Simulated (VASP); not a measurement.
# BN (P6_3/mmc) in VASP: a series of runs

BN is run at these levels: PBE, LDA; tasks: electric field gradients.

All numbers are computed with VASP 6.6.1; they aren't measurements. Logs are shortened: lines on timing, memory, paths and dates and some standing lists are left out, and cuts for length are marked.

### 1 The cell of the first run

Symmetry: P6_3/mmc, No. 194, hexagonal system. Conventional cell: a = 2.498 Å, b = 2.498 Å, c = 6.636 Å, α = 90.00°, β = 90.00°, γ = 120.00°. Within 1.9 Å of B (site symmetry -6m2) lie 3 N at 1.44 Å. Within 1.9 Å of N (site symmetry -6m2) lie 3 B at 1.44 Å.

### 2 Electric field gradients, PBE

Contents of INCAR:

```
SYSTEM = BN
PREC = Accurate
ENCUT = 520
EDIFF = 1E-8
ISMEAR = -1
SIGMA = 0.02
LREAL = .False.
LASPH = .True.
NELM = 100
ALGO = Normal
ISIF = 2
LWAVE = .False.
LCHARG = .False.
GGA = PE
LEFG = .True.
NBANDS = 16
```

Contents of KPOINTS:

```
regular mesh
0
Gamma
  14 14 5
  0 0 0
```

Contents of POSCAR:

```
BN
1.0
    2.4982400000      0.0000000000      0.0000000000
   -1.2491200000      2.1635393048      0.0000000000
    0.0000000000      0.0000000000      6.6357000000
B N
2 2
Direct
    0.3333333333      0.6666666667      0.2500000000
    0.6666666667      0.3333333333      0.7500000000
    0.3333333333      0.6666666667      0.7500000000
    0.6666666667      0.3333333333      0.2500000000
```

Potentials or basis: VASP PAW PBE potentials, release 64 (B, N).

Command:

```
$ cat potpaw_PBE.64/B/POTCAR potpaw_PBE.64/N/POTCAR > POTCAR
$ mpirun -np 1 vasp_std > vasp.out
```

OUTCAR:

```text
SYSTEM = BN
   PREC = Accurate
   ENCUT = 520
   EDIFF = 1E-8
   ISMEAR = -1
   LREAL = .False.
   LASPH = .True.
   NELM = 100
   ISIF = 2
   GGA = PE

 ion  position               nearest neighbor table
   1  0.333  0.667  0.250-   4 1.44   4 1.44   4 1.44
   2  0.667  0.333  0.750-   3 1.44   3 1.44   3 1.44
   3  0.333  0.667  0.750-   2 1.44   2 1.44   2 1.44
   4  0.667  0.333  0.250-   1 1.44   1 1.44   1 1.44

  LATTYP: Found a hexagonal cell.
 ALAT       =     2.4982400000
 C/A-ratio  =     2.6561499296

  Lattice vectors:

 A1 = (   2.4982400000,   0.0000000000,   0.0000000000)
 A2 = (  -1.2491200000,   2.1635393048,   0.0000000000)
 A3 = (   0.0000000000,   0.0000000000,   6.6357000000)

Analysis of symmetry for initial positions (statically):
=====================================================================
 Subroutine PRICEL returns:
 Original cell was already a primitive cell.

 Routine SETGRP: Setting up the symmetry group for a
 hexagonal supercell.

 Subroutine GETGRP returns: Found 24 space group operations
 (whereof 12 operations were pure point group operations)
 out of a pool of 24 trial point group operations.

The static configuration has the point symmetry D_3d.
 The point group associated with its full space group is D_6h.

Analysis of symmetry for dynamics (positions and initial velocities):
=====================================================================
 Subroutine PRICEL returns:
 Original cell was already a primitive cell.

 Routine SETGRP: Setting up the symmetry group for a
 hexagonal supercell.

 Subroutine GETGRP returns: Found 24 space group operations
 (whereof 12 operations were pure point group operations)
 out of a pool of 24 trial point group operations.

The dynamic configuration has the point symmetry D_3d.
 The point group associated with its full space group is D_6h.

 Subroutine INISYM returns: Found 24 space group operations
 (whereof 12 operations are pure point group operations),
 and found     1 'primitive' translations

----------------------------------------------------------------------------------------

                                     Primitive cell

[... 136 lines left out ...]
  ext. energy  EPLUGINS =         0.00000000
  ---------------------------------------------------
  free energy    TOTEN  =       -35.14691127 eV

  energy without entropy =      -35.14691127  energy(sigma->0) =      -35.14691127

 E-fermi :   2.8039     XC(G=0): -10.0886

 val. band max:        2.3353993606   @ k =   0.3571   0.2857   0.0000
 cond. band min:       6.5951041517   @ k =   0.5000   0.0000   0.0000
 fundamental gap:      4.2597047911
 Fermi energy:         2.8038939727

 k-point     1 :       0.0000    0.0000    0.0000
  band No.  band energies     occupation
      1     -15.5316      2.00000
      2     -15.2363      2.00000
      3      -3.9420      2.00000
      4      -1.8138      2.00000
      5       0.9861      2.00000
      6       0.9861      2.00000
[... 433 lines left out ...]
      3      -5.8015      2.00000
      4      -5.6731      2.00000
      5      -4.6359      2.00000
      6      -4.5966      2.00000
[... 8 lines left out ...]
     15      19.1308      0.00000
     16      19.2741      0.00000

 [... further k-points ...]
[... 5 lines left out ...]
  --------------------------------------------------------------------------------------
  -------------------------------------------------------------------------------------
  Total        1.4091637      1.4091637      0.6367409      0.0000000      0.0000000      0.0000000
  in kB       62.9486402     62.9486402     28.4438003      0.0000000      0.0000000      0.0000000
  external PRESSURE =      51.4470269 kB  Pullay stress =       0.0000000 kB

 VOLUME and BASIS-vectors are now :
 -----------------------------------------------------------------------------
  energy-cutoff  :      520.00
  volume of cell :       35.87
      direct lattice vectors                 reciprocal lattice vectors
     2.498240000  0.000000000  0.000000000     0.400281798  0.231102804  0.000000000
    -1.249120000  2.163539305  0.000000000     0.000000000  0.462205608  0.000000000
     0.000000000  0.000000000  6.635700000     0.000000000  0.000000000  0.150700002

 POSITION                                       TOTAL-FORCE (eV/Angst)
 -----------------------------------------------------------------------------------
     -0.00000      1.44236      1.65892        -0.000000      0.000000      0.000000
      1.24912      0.72118      4.97677        -0.000000     -0.000000      0.000000
     -0.00000      1.44236      4.97677         0.000000     -0.000000      0.000000
      1.24912      0.72118      1.65892        -0.000000      0.000000      0.000000
 -----------------------------------------------------------------------------------
    total drift:                                0.000000     -0.000000      0.000000

  FREE ENERGIE OF THE ION-ELECTRON SYSTEM (eV)
  ---------------------------------------------------
  free  energy   TOTEN  =       -35.1469112703 eV

  energy  without entropy=      -35.1469112703  energy(sigma->0) =      -35.14691127

 Electric field gradients (V/A^2)
---------------------------------------------------------------------
 ion       V_xx      V_yy      V_zz      V_xy      V_xz      V_yz
---------------------------------------------------------------------
   1     -17.630   -17.630    35.260     0.000    -0.000     0.000
   2     -17.630   -17.630    35.260     0.000     0.000    -0.000
   3      -1.204    -1.205     2.409    -0.001     0.000    -0.000
   4      -1.204    -1.205     2.409    -0.001    -0.000     0.000
---------------------------------------------------------------------

 Electric field gradients after diagonalization (V/A^2)
 (convention: |V_zz| > |V_xx| > |V_yy|)
----------------------------------------------------------------------
 ion       V_xx      V_yy      V_zz     asymmetry (V_yy - V_xx)/ V_zz
----------------------------------------------------------------------
   1     -17.630   -17.630    35.260       0.000
   2     -17.630   -17.630    35.260       0.000
   3      -1.205    -1.204     2.409       0.001
   4      -1.205    -1.204     2.409       0.001
----------------------------------------------------------------------

           NMR quadrupolar parameters

 Cq : quadrupolar parameter    Cq=e*Q*V_zz/h
 eta: asymmetry parameters     (V_yy - V_xx)/ V_zz
 Q  : nuclear electric quadrupole moment in mb (millibarn)
----------------------------------------------------------------------
 ion       Cq(MHz)       eta       Q (mb)
----------------------------------------------------------------------
   1       0.085       0.000       1.000
   2       0.085       0.000       1.000
   3       0.006       0.001       1.000
   4       0.006       0.001       1.000
----------------------------------------------------------------------
```

OSZICAR:

```text
N       E                     dE             d eps       ncg     rms          rms(c)
DAV:   1     0.483189894299E+02    0.48319E+02   -0.80589E+03  2304   0.931E+02
DAV:   2    -0.354957015884E+02   -0.83815E+02   -0.75380E+02  3168   0.219E+02
DAV:   3    -0.387321232663E+02   -0.32364E+01   -0.32212E+01  3112   0.429E+01
DAV:   4    -0.387527869535E+02   -0.20664E-01   -0.20661E-01  2872   0.380E+00
DAV:   5    -0.387529786927E+02   -0.19174E-03   -0.19174E-03  2984   0.351E-01    0.113E+01
DAV:   6    -0.355075680381E+02    0.32454E+01   -0.52043E+00  3040   0.175E+01    0.509E+00
DAV:   7    -0.352255093059E+02    0.28206E+00   -0.62835E-01  3072   0.565E+00    0.318E+00
DAV:   8    -0.351514744599E+02    0.74035E-01   -0.23900E-01  3008   0.330E+00    0.504E-01
DAV:   9    -0.351458612959E+02    0.56132E-02   -0.17032E-02  2672   0.108E+00    0.199E-01
DAV:  10    -0.351467889191E+02   -0.92762E-03   -0.14010E-03  2704   0.288E-01    0.355E-02
DAV:  11    -0.351468965643E+02   -0.10765E-03   -0.96440E-05  2928   0.783E-02    0.240E-02
DAV:  12    -0.351469110167E+02   -0.14452E-04   -0.29334E-05  2520   0.368E-02    0.268E-03
DAV:  13    -0.351469111539E+02   -0.13718E-06   -0.64164E-07  3168   0.607E-03    0.914E-04
DAV:  14    -0.351469112699E+02   -0.11608E-06   -0.16436E-07  2440   0.273E-03    0.224E-04
DAV:  15    -0.351469112703E+02   -0.38062E-09   -0.12665E-09  2648   0.316E-04
   1 F= -.35146911E+02 E0= -.35146911E+02  d E =-.110157E-11
```

Wall time 32 s (1 thread of Intel Xeon 6975P-C, shared host); peak memory 0.17 GiB.

Results:

| Quantity | Value |
| --- | --- |
| Free energy | -35.1469 eV |
| Pressure | 5.1 GPa |
| Band gap on the k mesh | 4.26 eV, indirect (least direct gap 4.70 eV) |

Electric field gradients, principal values (V/Å²):
```
atom    least   middle  greatest (by size)
 1 B  -17.630  -17.630              35.260
 2 B  -17.630  -17.630              35.260
 3 N   -1.204   -1.205               2.409
 4 N   -1.204   -1.205               2.409
```

Caveat: without QUAD_EFG the Cq values of the log hold for a quadrupole moment of 1 mb, not for the nuclei; this functional lacks dispersion, which binds the layers, so the pressure and a relaxed spacing across them are unreliable. A k mesh can miss the band edges.

### 3 Electric field gradients, LDA

Contents of INCAR:

```
SYSTEM = BN
ALGO = Normal
EDIFF = 1E-8
ENCUT = 520
ISIF = 2
ISMEAR = -1
LASPH = .True.
LCHARG = .False.
LEFG = .True.
LREAL = .False.
LWAVE = .False.
NBANDS = 16
NELM = 60
PREC = Accurate
SIGMA = 0.02
```

Contents of KPOINTS:

```
k-points
0
Gamma
  14 14 5
  0 0 0
```

POSCAR is that of step 2.

Potentials or basis: VASP PAW LDA potentials, release 64 (B, N).

Command:

```
$ cat potpaw_LDA.64/B/POTCAR potpaw_LDA.64/N/POTCAR > POTCAR
$ mpirun -np 1 vasp_std > vasp.out
```

OUTCAR:

```text
SYSTEM = BN
   EDIFF = 1E-8
   ENCUT = 520
   ISIF = 2
   ISMEAR = -1
   LASPH = .True.
   LREAL = .False.
   NELM = 60
   PREC = Accurate

 ion  position               nearest neighbor table
   1  0.333  0.667  0.250-   4 1.44   4 1.44   4 1.44
   2  0.667  0.333  0.750-   3 1.44   3 1.44   3 1.44
   3  0.333  0.667  0.750-   2 1.44   2 1.44   2 1.44
   4  0.667  0.333  0.250-   1 1.44   1 1.44   1 1.44

  LATTYP: Found a hexagonal cell.
 ALAT       =     2.4982400000
 C/A-ratio  =     2.6561499296

  Lattice vectors:

 A1 = (   2.4982400000,   0.0000000000,   0.0000000000)
 A2 = (  -1.2491200000,   2.1635393048,   0.0000000000)
 A3 = (   0.0000000000,   0.0000000000,   6.6357000000)

Analysis of symmetry for initial positions (statically):
=====================================================================
 Subroutine PRICEL returns:
 Original cell was already a primitive cell.

 Routine SETGRP: Setting up the symmetry group for a
 hexagonal supercell.

[... 658 lines left out ...]
     -0.00000      1.44236      1.65892         0.000000      0.000000      0.000000
      1.24912      0.72118      4.97677        -0.000000     -0.000000      0.000000
     -0.00000      1.44236      4.97677         0.000000      0.000000      0.000000
      1.24912      0.72118      1.65892         0.000000      0.000000      0.000000
 -----------------------------------------------------------------------------------
    total drift:                                0.000000     -0.000000      0.000000

  FREE ENERGIE OF THE ION-ELECTRON SYSTEM (eV)
  ---------------------------------------------------
  free  energy   TOTEN  =       -38.5771419571 eV

  energy  without entropy=      -38.5771419571  energy(sigma->0) =      -38.57714196

 Electric field gradients (V/A^2)
---------------------------------------------------------------------
 ion       V_xx      V_yy      V_zz      V_xy      V_xz      V_yz
---------------------------------------------------------------------
   1     -17.609   -17.609    35.217    -0.000    -0.000     0.000
   2     -17.609   -17.609    35.217    -0.000     0.000    -0.000
   3      -3.601    -3.600     7.202     0.001     0.000    -0.000
   4      -3.601    -3.600     7.202     0.001    -0.000     0.000
---------------------------------------------------------------------

 Electric field gradients after diagonalization (V/A^2)
 (convention: |V_zz| > |V_xx| > |V_yy|)
----------------------------------------------------------------------
 ion       V_xx      V_yy      V_zz     asymmetry (V_yy - V_xx)/ V_zz
----------------------------------------------------------------------
   1     -17.609   -17.609    35.217       0.000
   2     -17.609   -17.609    35.217       0.000
   3      -3.602    -3.600     7.202       0.000
   4      -3.602    -3.600     7.202       0.000
----------------------------------------------------------------------

           NMR quadrupolar parameters

 Cq : quadrupolar parameter    Cq=e*Q*V_zz/h
 eta: asymmetry parameters     (V_yy - V_xx)/ V_zz
 Q  : nuclear electric quadrupole moment in mb (millibarn)
----------------------------------------------------------------------
 ion       Cq(MHz)       eta       Q (mb)
----------------------------------------------------------------------
   1       0.085       0.000       1.000
   2       0.085       0.000       1.000
   3       0.017       0.000       1.000
   4       0.017       0.000       1.000
----------------------------------------------------------------------
```

OSZICAR:

```text
N       E                     dE             d eps       ncg     rms          rms(c)
DAV:   1     0.428570280129E+02    0.42857E+02   -0.80589E+03  2304   0.929E+02
DAV:   2    -0.396337261147E+02   -0.82491E+02   -0.74315E+02  3192   0.206E+02
DAV:   3    -0.425716859792E+02   -0.29380E+01   -0.29234E+01  3080   0.385E+01
DAV:   4    -0.425876721272E+02   -0.15986E-01   -0.15984E-01  2856   0.326E+00
DAV:   5    -0.425878192960E+02   -0.14717E-03   -0.14717E-03  2976   0.295E-01    0.111E+01
DAV:   6    -0.390546004343E+02    0.35332E+01   -0.57992E+00  2824   0.181E+01    0.480E+00
DAV:   7    -0.386995241509E+02    0.35508E+00   -0.49975E-01  3120   0.482E+00    0.299E+00
DAV:   8    -0.385833181255E+02    0.11621E+00   -0.28483E-01  2992   0.358E+00    0.500E-01
DAV:   9    -0.385771376702E+02    0.61805E-02   -0.17736E-02  2632   0.102E+00    0.184E-01
DAV:  10    -0.385771256106E+02    0.12060E-04   -0.76295E-04  3072   0.205E-01    0.260E-02
DAV:  11    -0.385771417672E+02   -0.16157E-04   -0.22427E-05  2760   0.393E-02    0.172E-02
DAV:  12    -0.385771419709E+02   -0.20364E-06   -0.53931E-06  2776   0.162E-02    0.137E-03
DAV:  13    -0.385771419517E+02    0.19154E-07   -0.27099E-07  2960   0.348E-03    0.619E-04
DAV:  14    -0.385771419571E+02   -0.53544E-08   -0.54476E-09  2120   0.536E-04
   1 F= -.38577142E+02 E0= -.38577142E+02  d E =-.581307E-12
```

stdout:

```text
POSCAR found type information on POSCAR B N
 POSCAR found :  2 types and       4 ions
 scaLAPACK will be used
 LDA part: xc-table for (Slater(with rela. corr.)+CA(PZ))
 , standard interpolation
 POSCAR, INCAR and KPOINTS ok, starting setup
 FFT: planning ... GRIDC
 FFT: planning ... GRID_SOFT
 FFT: planning ... GRID
 WAVECAR not read
 entering main loop
ion   1

ion   2

ion   3

ion   4
```

Run time: 27 s. Hardware: 1 thread of Intel Xeon 6975P-C, shared host; peak memory 0.15 GiB.

Results:

* Free energy: -38.5771 eV
* Pressure: -2.5 GPa
* Band gap on the k mesh: 4.06 eV, indirect (least direct gap 4.52 eV)

Levels at points of the mesh, in eV from the valence-band top:
| k point | band 4 | band 5 | band 6 | band 7 | band 8 | band 9 | band 10 | band 11 | band 12 | band 13 |
| --- | --- | --- | --- | --- | --- | --- | --- | --- | --- | --- |
| (0.00, 0.00, 0.00) | -4.18 | -1.36 | -1.36 | -1.32 | -1.32 | 4.91 | 10.04 | 11.46 | 11.46 | 11.59 |
| (0.50, 0.00, 0.00) | -8.85 | -4.20 | -4.13 | -1.52 | -0.46 | 4.06 | 5.51 | 9.50 | 9.99 | 12.29 |

Electric field gradients, principal values (V/Å²):
| atom | least | middle | greatest (by size) |
| --- | --- | --- | --- |
| 1 B | -17.609 | -17.609 | 35.217 |
| 2 B | -17.609 | -17.609 | 35.217 |
| 3 N | -3.600 | -3.602 | 7.202 |
| 4 N | -3.600 | -3.602 | 7.202 |

Caveat: without QUAD_EFG the Cq values of the log hold for a quadrupole moment of 1 mb, not for the nuclei.
